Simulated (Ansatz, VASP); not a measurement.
## Bi2Se3 in VASP and in Ansatz

The input INCAR:

```
  ALGO = Normal
  EDIFF = 1E-6
  ENCUT = 520
  GGA = PE
  ISIF = 2
  ISMEAR = 0
  LASPH = T
  LCHARG = F
  LREAL = F
  LWAVE = F
  NBANDS = 32
  NELM = 80
  PREC = Accurate
  SIGMA = 0.05
```

File KPOINTS:

```
k-points
0
Gamma
  6 6 6
```

POSCAR

```
Bi2Se3
1.0
    2.1983393135      1.2692117945     10.9557311256
   -2.1983393135      1.2692117945     10.9557311256
    0.0000000000     -2.5384235889     10.9557311256
Bi Se
2 3
Direct
    0.3955941725      0.3955941725      0.3955941725
    0.6044058275      0.6044058275      0.6044058275
    0.0000000000      0.0000000000      0.0000000000
    0.2210304535      0.2210304535      0.2210304535
    0.7789695465      0.7789695465      0.7789695465
```

Input for Ansatz:

```yaml
crystal:
  lattice:
    - [2.1983393135, 1.2692117945, 10.9557311256]
    - [-2.1983393135, 1.2692117945, 10.9557311256]
    - [0.0, -2.5384235889, 10.9557311256]
  atoms:
    - { symbol: Bi, position: [0.3955941725, 0.3955941725, 0.3955941725] }
    - { symbol: Bi, position: [0.6044058275, 0.6044058275, 0.6044058275] }
    - { symbol: Se, position: [0.0, 0.0, 0.0] }
    - { symbol: Se, position: [0.2210304535, 0.2210304535, 0.2210304535] }
    - { symbol: Se, position: [0.7789695465, 0.7789695465, 0.7789695465] }
basis:
  ecutwfc: 420
kpoints:
  mp_grid: { grid: [6, 6, 6] }
hamiltonian:
  xc: pbe
scf:
  occupations: { method: gaussian, width: 0.05 }
output:
  forces: true
  stress: true
  eigenvalues: true
```

Change from the starting cell: strain +0.050 along x and y, +0.050 along z, atoms carried along.

Alike in both runs: task single point; functional PBE; k mesh 6 × 6 × 6; occupations gaussian, width 0.05 eV; no spin polarisation.

```csv
,VASP,Ansatz
version,VASP 6.6.1,Ansatz 0.2.0
potentials or method,"VASP PAW PBE potentials, release 64 (Bi_d, Se), cutoff 520 eV","scalar-relativistic, plane waves, PAW"
valence electrons in the cell,48,78
```

Ansatz gave:

| Item | Value |
| --- | --- |
| gap on the k mesh at the Fermi level (eV) | 0.67 |
| least direct gap on the mesh (eV) | 0.69 |
| pressure (GPa) | -5.5 |
| traceless stress, the component that is largest in VASP (GPa) | 0.21 |
| rms of the force components (eV/Å) | 0.369 |

Question: What did VASP give for the same quantities?

Answer: gap on the k mesh at the Fermi level (eV): 0.67; least direct gap on the mesh (eV): 0.69; pressure (GPa): -5.5; traceless stress, the component that is largest in VASP (GPa): 0.21; rms of the force components (eV/Å): 0.366.

Atom by atom the forces differ by 0.002 eV/Å (rms over components). VASP's potentials hold 48 valence electrons a cell and Ansatz's 78, so a difference there can come from the potentials and not from the codes.

Spin-orbit coupling is off throughout.
